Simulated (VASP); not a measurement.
**Bi2Te3: single point with PBE**

The system is Bi2Te3.

```xyz
15
Lattice="-4.4465 0.0000 0.0000 -2.2233 -3.8508 0.0000 0.0000 0.0000 33.1687" Properties=species:S:1:pos:R:3 pbc="T T T"
Bi   -4.4465   -2.5672   18.1396
Bi   -4.4465    0.0000    7.4167
Bi   -2.2233   -1.2836   28.8625
Bi   -4.4465   -2.5672   24.7530
Bi   -4.4465    0.0000   14.0301
Bi   -2.2233   -1.2836    3.3072
Te   -4.4465   -2.5672    5.3620
Te    0.0000    0.0000   26.8078
Te   -2.2233   -1.2836   16.0849
Te   -4.4465   -2.5672   12.3115
Te   -6.6698   -3.8508    1.5886
Te   -2.2233   -1.2836   23.0344
Te   -4.4465   -2.5672   30.5811
Te   -4.4465    0.0000   19.8583
Te   -2.2233   -1.2836    9.1354
```

This cell differs from its parent crystal: the distance across one plane changed.

- Program: VASP 6.6.1
- Task: single point
- Functional: PBE
- Potentials or basis: VASP PAW PBE potentials, release 64 (Bi_d, Te)
- Cutoff: 520 eV
- k mesh: 9 × 9 × 1
- Occupations: gaussian, width 0.05 eV
- Spin: no spin polarisation

```
Pressure               : -0.1 GPa
Largest force          : 0.040 eV/Å
Band gap on the k mesh : 0.61 eV
```

Forces on the atoms (eV/Å):
```
Bi   0.000  0.000 -0.005
Bi   0.000  0.000 -0.008
Bi   0.000  0.000  0.040
Bi   0.000  0.000  0.008
Bi   0.000  0.000  0.005
Bi   0.000  0.000 -0.040
Te   0.000  0.000  0.005
Te   0.000  0.000 -0.005
Te   0.000  0.000  0.000
Te   0.000  0.000 -0.018
Te   0.000  0.000  0.019
Te   0.000  0.000 -0.016
Te   0.000  0.000 -0.019
Te   0.000  0.000  0.018
Te   0.000  0.000  0.016
```

Levels at points of the mesh, in eV from the valence-band top:
```csv
k point,band 70,band 71,band 72,band 73,band 74,band 75
"(0.00, 0.00, 0.00)",-0.50,-0.13,0.00,0.61,0.73,0.80
```

It took 11 min on 1 thread of Intel(R) Xeon(R) 6975P-C (Granite Rapids), on a shared host, peak memory 0.83 GiB.

Caveat: the cell differs from its parent crystal (the distance across one plane changed); spin-orbit coupling is left out, which moves the levels of the heavy elements; this functional lacks dispersion, which binds layers or chains, so the pressure and a relaxed spacing across them are unreliable. A k mesh can miss the band edges.
